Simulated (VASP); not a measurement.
Input of a VASP 6.6.1 run:

File POSCAR:

```
SnP2
1.0
    4.2450900445      0.0000000000      0.0000000000
   -2.1225450222      3.6763558199      0.0000000000
    0.0000000000      0.0000000000      3.8135415024
Sn P
1 2
Direct
    0.0000000000      0.0000000000      0.0000000000
    0.3333333333      0.6666666667      0.5000000000
    0.6666666667      0.3333333333      0.5000000000
```

The input INCAR.step1:

```
SYSTEM = SnP2
ALGO     = Normal         ! electronic algorithm
EDIFF    = 1E-4           ! SCF threshold, eV
ENCUT    = 520            ! plane-wave cutoff, eV
GGA      = PE             ! functional
ISMEAR   = 0              ! smearing method
LASPH    = .TRUE.         ! aspherical terms in the spheres
LCHARG   = .FALSE.        ! write CHGCAR
LREAL    = .FALSE.        ! projectors in reciprocal space
LWAVE    = .TRUE.         ! write WAVECAR
NBANDS   = 19             ! bands
NELM     = 100            ! most SCF steps
PREC     = Accurate       ! precision mode
SIGMA    = 0.1            ! smearing width, eV
```

File INCAR.step2:

```
SYSTEM = SnP2
ALGO     = Normal         ! electronic algorithm
EDIFF    = 1E-6           ! SCF threshold, eV
ENCUT    = 520            ! plane-wave cutoff, eV
ISIF     = 2              ! what is computed and relaxed
ISMEAR   = 0              ! smearing method
ISTART   = 1            
LASPH    = .TRUE.         ! aspherical terms in the spheres
LCHARG   = .TRUE.         ! write CHGCAR
LELF     = .TRUE.         ! ELF
LMIXTAU  = .TRUE.       
LREAL    = .FALSE.        ! projectors in reciprocal space
LVHAR    = .TRUE.       
LWAVE    = .FALSE.        ! write WAVECAR
METAGGA  = R2SCAN         ! meta-GGA
NBANDS   = 19             ! bands
NELM     = 100            ! most SCF steps
PREC     = Accurate       ! precision mode
SIGMA    = 0.1            ! smearing width, eV
```

The input KPOINTS:

```
k-points
0
G
  12 12 12
  0 0 0
```

Potentials or basis: VASP PAW PBE potentials, release 64 (Sn_d, P).

Run with:

```sh
$ cat potpaw_PBE.64/Sn_d/POTCAR potpaw_PBE.64/P/POTCAR > POTCAR
$ cp INCAR.step1 INCAR
$ mpirun -np 1 vasp_std > vasp.out
$ cp INCAR.step2 INCAR
$ mpirun -np 1 vasp_std > vasp.out
```

**Question.** Estimate the band gap on the k mesh.

**Answer.** Zero (band 12 reaches 9.12 eV, above the bottom of band 13 at 6.18 eV).

**Question.** Predict the pressure.

**Answer.** 0.0 GPa.

Stress tensor (GPa, compression positive):
```
-0.02  0.00  0.00
 0.00 -0.02  0.00
 0.00  0.00  0.07
```

Caveat: the PAW data sets were made with another functional, which shifts forces and pressure a little; spin-orbit coupling is left out, which moves the levels of the heavy elements.
